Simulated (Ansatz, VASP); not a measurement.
Ru: VASP beside Ansatz

The input INCAR:

```
PREC = Accurate
ENCUT = 520
EDIFF = 1E-6
ISMEAR = 0
SIGMA = 0.15
LREAL = False
LASPH = True
NELM = 80
ALGO = Fast
ISIF = 2
LWAVE = False
LCHARG = False
GGA = PS
NBANDS = 21
```

Contents of KPOINTS:

```
regular mesh
0
Gamma
  24 24 14
```

The input POSCAR:

```
Ru
1.0
    2.6895239996      0.0000000000      0.0000000000
   -1.3447619998      2.3291961077      0.0000000000
    0.0000000000      0.0000000000      4.2519209508
Ru
2
Direct
    0.3333333333      0.6666666667      0.2382406092
    0.6666666667      0.3333333333      0.7617593908
```

Input for Ansatz:

```yaml
crystal:
  lattice:
    - [2.6895239996, 0.0, 0.0]
    - [-1.3447619998, 2.3291961077, 0.0]
    - [0.0, 0.0, 4.2519209508]
  atoms:
    - { symbol: Ru, position: [0.3333333333, 0.6666666667, 0.2382406092] }
    - { symbol: Ru, position: [0.6666666667, 0.3333333333, 0.7617593908] }
basis:
  ecutwfc: 420
kpoints:
  mp_grid: { grid: [24, 24, 14] }
hamiltonian:
  xc: pbesol
scf:
  occupations: { method: gaussian, width: 0.15 }
output:
  forces: true
  stress: true
  eigenvalues: true
```

Change from the starting cell: mode 6 (264.9 1/cm) frozen in, largest displacement +0.050 Å.

Alike in both runs: task single point; functional PBEsol; k mesh 24 × 24 × 14; occupations gaussian, width 0.15 eV; no spin polarisation.

|  | VASP | Ansatz |
| --- | --- | --- |
| version | VASP 6.6.1 | Ansatz 0.2.0 |
| potentials or method | VASP PAW PBE potentials, release 64 (Ru_pv), cutoff 520 eV | scalar-relativistic, plane waves, PAW |
| valence electrons in the cell | 28 | 32 |

```tsv
	VASP	Ansatz	Ansatz less VASP
gap on the k mesh at the Fermi level (eV)	none	none	-
pressure (GPa)	2.1	2.1	-0.02
traceless stress, the component that is largest in VASP (GPa)	1.33	1.27	-0.057
rms of the force components (eV/Å)	0.782	0.771	-0.0112
```

VASP's potentials were made for PBE, not for PBEsol. Atom by atom the forces differ by 0.011 eV/Å (rms over components). A gap of «none» marks a metal or a gap that the smearing closes. VASP's potentials hold 28 valence electrons a cell and Ansatz's 32, so a difference there can come from the potentials and not from the codes.
